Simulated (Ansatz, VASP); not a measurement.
**Bi in VASP and in Ansatz**

Contents of INCAR:

```
PREC = Accurate
ENCUT = 520
EDIFF = 1E-7
ISMEAR = -1
SIGMA = 0.1
LREAL = False
LASPH = True
NELM = 80
ALGO = Normal
ISIF = 2
LWAVE = False
LCHARG = False
GGA = RE
NBANDS = 22
```

KPOINTS

```
Automatic mesh
0
Gamma
  9 9 9
```

Contents of POSCAR:

```
Bi
1.0
    0.0000000000      3.8191949769      3.8191949769
    3.8191949769      0.0000000000      3.8191949769
    3.8191949769      3.8191949769      0.0000000000
Bi
2
Direct
    0.1250000000      0.1250000000      0.1250000000
    0.8750000000      0.8750000000      0.8750000000
```

Input for Ansatz:

```yaml
crystal:
  lattice:
    - [0.0, 3.8191949769, 3.8191949769]
    - [3.8191949769, 0.0, 3.8191949769]
    - [3.8191949769, 3.8191949769, 0.0]
  atoms:
    - { symbol: Bi, position: [0.125, 0.125, 0.125] }
    - { symbol: Bi, position: [0.875, 0.875, 0.875] }
hamiltonian:
  xc: revpbe
  pseudopotentials:
    kind: paw
    azcp:
      Bi: "pseudopotentials/Bi.paw.azcp"
basis:
  ecutwfc: 420
  fft_grid_basis: typed
kpoints:
  mp_grid: { grid: [9, 9, 9], shift: [0, 0, 0] }
magnetization:
  spin_polarized: false
scf:
  occupations: { method: fermi_dirac, width: 0.1 }
  lower_state_search: "off"
output:
  stress: true
```

Alike in both runs: task single point; functional revPBE; k mesh 9 × 9 × 9; occupations fermi-dirac, width 0.1 eV; no spin polarisation.

|  | VASP | Ansatz |
| --- | --- | --- |
| version | VASP 6.6.1 | Ansatz 0.2.0 |
| potentials or method | VASP PAW PBE potentials, release 64 (Bi_d), cutoff 520 eV | plane waves (420 eV) with PAW, scalar-relativistic |
| valence electrons in the cell | 30 | 30 |

```tsv
	VASP	Ansatz	Ansatz less VASP
pressure (GPa)	-2.4	-2.4	+0.04
```

VASP's potentials were made for PBE, not for revPBE.

Neither program's run includes spin-orbit coupling.
